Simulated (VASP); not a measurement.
# B32N31 (a cell with a defect) in VASP: a series of runs, part 2 of 2

VASP 6.6.1. The steps go on from the part before.

### 3 Single point, PBEsol

INCAR

```
PREC = Accurate
ENCUT = 520
EDIFF = 1E-6
ISMEAR = -1
SIGMA = 0.05
LREAL = Auto
LASPH = True
NELM = 100
ALGO = Normal
ISIF = 2
LWAVE = False
LCHARG = False
GGA = PS
NELECT = 250.0
ISYM = 0
NBANDS = 162
```

KPOINTS

```
Automatic mesh
0
Gamma
  1 1 1
  0.25 0.25 0.25
```

POSCAR

```
B32N31
1.0
    7.2115910000      0.0000000000      0.0000000000
    0.0000000000      7.2115910000      0.0000000000
    0.0000000000      0.0000000000      7.2115910000
B N
32 31
Direct
    0.9995760000      0.0002390000      0.9992980000
    0.0000370000      0.0006910000      0.4986490000
    0.0000240000      0.4996070000      0.9997260000
    0.9997020000      0.5005320000      0.4995730000
    0.4989410000      0.0006940000      0.9997370000
    0.4998720000      0.0003880000      0.4995850000
    0.4998920000      0.5005710000      0.9994340000
    0.4929410000      0.4935760000      0.4925510000
    0.2495330000      0.2502010000      0.9993000000
    0.2490240000      0.2496850000      0.4984190000
    0.2490090000      0.7513170000      0.9997930000
    0.2493070000      0.7496200000      0.4995600000
    0.7506540000      0.2496880000      0.9998150000
    0.7489730000      0.2499840000      0.4995560000
    0.7489950000      0.7496530000      0.9993020000
    0.7563720000      0.7570220000      0.4921260000
    0.2495360000      0.0002770000      0.2492380000
    0.2490020000      0.0007450000      0.7503710000
    0.2490000000      0.4993410000      0.2487110000
    0.2493440000      0.5005470000      0.7486690000
    0.7506320000      0.0007440000      0.2487130000
    0.7490050000      0.0002700000      0.7487120000
    0.7489880000      0.5005360000      0.2490590000
    0.7564650000      0.4929820000      0.7561290000
    0.9996150000      0.2501870000      0.2492350000
    0.0001060000      0.2496640000      0.7503480000
    0.0000960000      0.7513030000      0.2486990000
    0.9995520000      0.7496550000      0.7487070000
    0.4986990000      0.2496670000      0.2487040000
    0.4998630000      0.2500190000      0.7486760000
    0.4998420000      0.7496400000      0.2490620000
    0.4922810000      0.7572280000      0.7562140000
    0.1247970000      0.1254680000      0.1245050000
    0.1248480000      0.1254970000      0.6241380000
    0.1248380000      0.6250880000      0.1245350000
    0.1247340000      0.6254000000      0.6244320000
    0.6244150000      0.1254900000      0.1245330000
    0.6247450000      0.1253860000      0.6244320000
    0.6247570000      0.6254070000      0.1244240000
    0.3750640000      0.3757130000      0.1243560000
    0.3767080000      0.3773680000      0.6244050000
    0.3750160000      0.8752210000      0.1247040000
    0.3764050000      0.8736210000      0.6240800000
    0.8745580000      0.3756890000      0.1247000000
    0.8729900000      0.3770570000      0.6240640000
    0.8744990000      0.8751620000      0.1241870000
    0.8730340000      0.8736940000      0.6244480000
    0.3750460000      0.1253350000      0.3747440000
    0.3750170000      0.1256780000      0.8742460000
    0.3766680000      0.6253760000      0.3763560000
    0.3764630000      0.6250640000      0.8726380000
    0.8745360000      0.1256320000      0.3747170000
    0.8745280000      0.1251440000      0.8742280000
    0.8729650000      0.6250050000      0.3761480000
    0.8730230000      0.6253660000      0.8727070000
    0.1246760000      0.3757000000      0.3747470000
    0.1250210000      0.3756970000      0.8742370000
    0.1249840000      0.8751980000      0.3747230000
    0.1244340000      0.8751810000      0.8742380000
    0.6247220000      0.3773000000      0.3763380000
    0.6243470000      0.3771090000      0.8726350000
    0.6243250000      0.8735860000      0.3761630000
    0.6247040000      0.8737100000      0.8727250000
```

Potentials or basis: VASP PAW PBE potentials, release 64 (B, N).

Started as:

```
$ cat potpaw_PBE.64/B/POTCAR potpaw_PBE.64/N/POTCAR > POTCAR
$ mpirun -np 1 vasp_std > vasp.out
```

Run time: 8.7 min. Hardware: 1 thread of Intel Xeon Platinum 8259CL at 2.50GHz (Skylake/Cascade Lake), shared host; peak memory 0.48 GiB.

It converged, with:

```
Free energy   : -581.8680 eV
Largest force : 0.122 eV/Å
```

Forces in eV/Å, atoms in the order of the input:
```
B    0.041  0.042  0.043
B    0.053  0.053 -0.039
B    0.060 -0.041  0.055
B    0.041  0.044  0.049
B   -0.040  0.060  0.058
B    0.046  0.032  0.047
B    0.047  0.043  0.030
B    0.006  0.007  0.013
B    0.045  0.046  0.049
B    0.058  0.057 -0.010
B    0.035 -0.025  0.044
B    0.053  0.054  0.049
B   -0.026  0.035  0.037
B    0.053  0.048  0.048
B    0.047  0.048  0.049
B    0.023  0.025  0.073
B    0.042  0.049  0.043
B    0.034  0.046 -0.027
B    0.060 -0.005  0.055
B    0.053  0.049  0.050
B   -0.026  0.038  0.041
B    0.048  0.053  0.045
B    0.053  0.046  0.045
B    0.018  0.076  0.018
B    0.047  0.045  0.044
B    0.044  0.038 -0.025
B    0.039 -0.026  0.042
B    0.061  0.049  0.046
B   -0.007  0.056  0.056
B    0.049  0.048  0.049
B    0.051  0.051  0.043
B    0.077  0.011  0.014
N   -0.047 -0.050 -0.048
N   -0.054 -0.054  0.092
N   -0.053  0.092 -0.055
N   -0.056 -0.048 -0.045
N    0.096 -0.053 -0.053
N   -0.050 -0.048 -0.045
N   -0.052 -0.048 -0.045
N   -0.054 -0.049 -0.060
N   -0.074 -0.073  0.039
N   -0.043 -0.056 -0.053
N   -0.044 -0.030  0.008
N   -0.055 -0.043 -0.051
N   -0.040 -0.041  0.010
N   -0.044 -0.043 -0.042
N   -0.076 -0.072  0.005
N   -0.050 -0.062 -0.047
N   -0.043 -0.057 -0.053
N   -0.072  0.038 -0.069
N   -0.052  0.008 -0.028
N   -0.051 -0.049 -0.043
N   -0.048 -0.038 -0.043
N   -0.038  0.016 -0.045
N   -0.072  0.011 -0.065
N   -0.064 -0.050 -0.048
N   -0.056 -0.044 -0.051
N   -0.049 -0.052 -0.044
N   -0.032 -0.048 -0.047
N    0.041 -0.065 -0.067
N    0.017 -0.045 -0.029
N    0.017 -0.030 -0.046
N    0.015 -0.069 -0.065
```

Levels at points of the mesh, in eV from the Fermi level:
```
           k point  band 121  band 122  band 123  band 124  band 125  band 126  band 127  band 128  band 129  band 130
(0.25, 0.25, 0.25)     -2.57     -2.42     -1.79     -1.79     -1.21      2.93      3.31      3.31      4.44      4.44
```

Caveat: the k points lie up to 0.87 Å⁻¹ apart; the cell carries a net charge on a neutralising background, which shifts energy and pressure; the cell is charged against a uniform background, so pressure and absolute levels hang on convention; the PAW data sets were made with another functional, which shifts forces and pressure a little.
